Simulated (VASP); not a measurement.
Wanted: the native input for a VASP 6.6.1 run.

```yaml
Task: single point
Functional: PBE
Potentials_or_basis: VASP PAW PBE potentials, release 64 (Be, Zn, O)
Cutoff: 600 eV
k_mesh: 4 × 4 × 2
Occupations: gaussian, width 0.15 eV
Spin: no spin polarisation
Dipole_correction: no
Further_INCAR_settings: ALGO = Normal; EDIFF = 1e-06; NBANDS = 31
```

The structure of BeZn2O3 lies in POSCAR:

```
BeZn2O3
1.0
    3.6469684899      0.0000000000      0.0000000000
    0.0000000000      3.6469684899      0.0000000000
    0.0000000000      0.0000000000      6.4359241771
Be Zn O
1 2 3
Direct
    0.0000000000      0.0000000000      0.0000000000
    0.5000000000      0.5000000000      0.5000000000
    0.0000000000      0.0000000000      0.5000000000
    0.0000000000      0.0000000000      0.7713998394
    0.0000000000      0.0000000000      0.2286001606
    0.5000000000      0.5000000000      0.0000000000
```

The input as run:

INCAR

```
SYSTEM = BeZn2O3
PREC = Accurate
ENCUT = 600
EDIFF = 1E-6
ISMEAR = 0
SIGMA = 0.15
LREAL = .FALSE.
LASPH = .TRUE.
NELM = 120
ALGO = Normal
ISIF = 2
LWAVE = .FALSE.
LCHARG = .FALSE.
GGA = PE
NBANDS = 31
GGA_COMPAT = .FALSE.
```

KPOINTS

```
Automatic mesh
0
G
  4 4 2
  0 0 0
```

Potentials or basis: VASP PAW PBE potentials, release 64 (Be, Zn, O).

The run is started by

```console
$ cat potpaw_PBE.64/Be/POTCAR potpaw_PBE.64/Zn/POTCAR potpaw_PBE.64/O/POTCAR > POTCAR
$ mpirun -np 1 vasp_std > vasp.out
```

It gave:

```yaml
Pressure: 0.3 GPa
Largest_force: 0.198 eV/Å
Band_gap_on_the_k_mesh: zero (band 22 reaches -0.16 eV, above the bottom of band 23 at -0.38 eV)
```

Caveat: the k points lie up to 0.49 Å⁻¹ apart.

It took 23 s on 1 thread of Intel(R) Xeon(R) 6975P-C (Granite Rapids), on a shared host, peak memory 0.22 GiB.
